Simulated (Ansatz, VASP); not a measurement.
## One calculation of RbAs4, two programs

```
Rb As
1.0
     3.76994   -4.86676    0.00000
     3.76994    4.86676    0.00000
     0.00000    0.00000    4.51474
Rb As
1 4
Cartesian
  0.0000 0.0000 0.0000
  3.7699 -1.2144 0.0000
  3.7699 1.2144 0.0000
  4.9617 0.0000 2.2574
  2.5782 0.0000 2.2574
```

Change from the starting cell: ordered vacancies on the cation sites of rutile (Cmmm, No. 65).

Alike in both runs: functional PBE; k mesh 4 × 4 × 4; occupations gaussian, width 0.1 eV; no spin polarisation.

Ansatz relaxed the structure, and its values are those at the end. VASP's run is a single point on that final structure, the one shown.

```csv
,VASP,Ansatz
version,VASP 6.6.1,Ansatz 0.2.0
potentials or method,"VASP PAW PBE potentials, release 64 (Rb_sv, As), cutoff 520 eV","scalar-relativistic, plane waves, PAW"
valence electrons in the cell,29,69
```

VASP gave:

| Property | Result |
| --- | --- |
| gap on the k mesh at the Fermi level (eV) | none |
| pressure (GPa) | 0.1 |
| rms of the force components (eV/Å) | 0.025 |

Question: Estimate Ansatz's values.

Answer: gap on the k mesh at the Fermi level (eV): none; pressure (GPa): 0.0; rms of the force components (eV/Å): 0.009.

A gap of «none» marks a metal or a gap that the smearing closes. The functional is the same, so the differences come from potentials, cutoffs and numerics. VASP's potentials hold 29 valence electrons a cell and Ansatz's 69, so a difference there can come from the potentials and not from the codes.
